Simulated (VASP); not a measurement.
A run of VASP 6.6.1 is set up as follows.

Contents of INCAR:

```
SYSTEM = Li16H16O
PREC = Accurate
ENCUT = 520
EDIFF = 1E-7
ISMEAR = 0
SIGMA = 0.02
LREAL = Auto
LASPH = .True.
NELM = 60
ALGO = Normal
ISIF = 2
LWAVE = .False.
LCHARG = .True.
GGA = PE
LELF = .True.
LVHAR = .True.
NBANDS = 57
```

The input KPOINTS:

```
Automatic mesh
0
Gamma
  2 2 2
  0.5 0.5 0.5
```

File POSCAR:

```
Li16H16O
1.0
   -4.0071000518     -4.0071000518      4.0071000518
   -4.0071000518      4.0071000518     -4.0071000518
    4.0071000518     -4.0071000518     -4.0071000518
Li H O
16 16 1
Direct
    0.7743875770      0.0079427765      0.2621159907
    1.0072887993      0.7394139057      0.2691107000
    0.2504780233      0.4988207118      0.2527396339
    0.7504701558      0.2487322470      0.0028489431
    0.5069510304      0.2485574323      0.2598188182
    1.0074214389      1.0149571878      0.9936710959
    0.2532714399      0.7527537274      0.0067296797
    0.7745940855      0.5138195886      0.7680079010
    0.4846919156      0.4752453084      0.0106928950
    0.9993906936      0.2499124022      0.7508066834
    0.2504254915     -0.0009652866      0.7528881138
    0.7504172497      0.7489384995      0.5030040363
    0.4834727047      0.7564477954      0.7283178514
    0.9991372684      0.4966793877      0.5037827790
    0.2530727925      0.2476918438      0.5016642894
    0.5069739896      0.0059938608      0.5024510179
    0.5053111911      0.7476959550      0.2514624010
    0.7467686011      0.4939674514      0.2541138197
    0.0094237727      0.2704293594      0.2630012943
    0.5052580354     -0.0026594045      0.0015073245
    0.2732378742      0.0103551195      0.2642116459
    0.6650771045      0.7069602614     -0.0401906611
    0.0094394948      0.4862783496      0.0016982356
    0.5052445594      0.2550637585      0.7588900853
    0.2555496461      0.2499157713      0.0069767412
    0.7466672809     -0.0000354371      0.7480181331
    0.0094404930      0.7477766867      0.7403259119
    0.5052011364      0.5050552704      0.5091279164
    0.2685418348      0.5080225035      0.7618551972
    0.7592736544      0.2532905310      0.5072783244
    0.0094459833      0.0090761397      0.5244630713
    0.2553131908      0.7530160118      0.5036687315
    0.8353915442      0.7911186292      1.0455421491
```

Potentials or basis: VASP PAW PBE potentials, release 64 (Li_sv, H, O).

The run is started by

```console
$ cat potpaw_PBE.64/Li_sv/POTCAR potpaw_PBE.64/H/POTCAR potpaw_PBE.64/O/POTCAR > POTCAR
$ mpirun -np 1 vasp_std > vasp.out
```

(1) What does it give for the band gap on the k mesh?

(2) What does it give for the largest force?

Results:

(1) 3.78 eV.

(2) 0.694 eV/Å.

Caveat: the k points lie up to 0.55 Å⁻¹ apart.
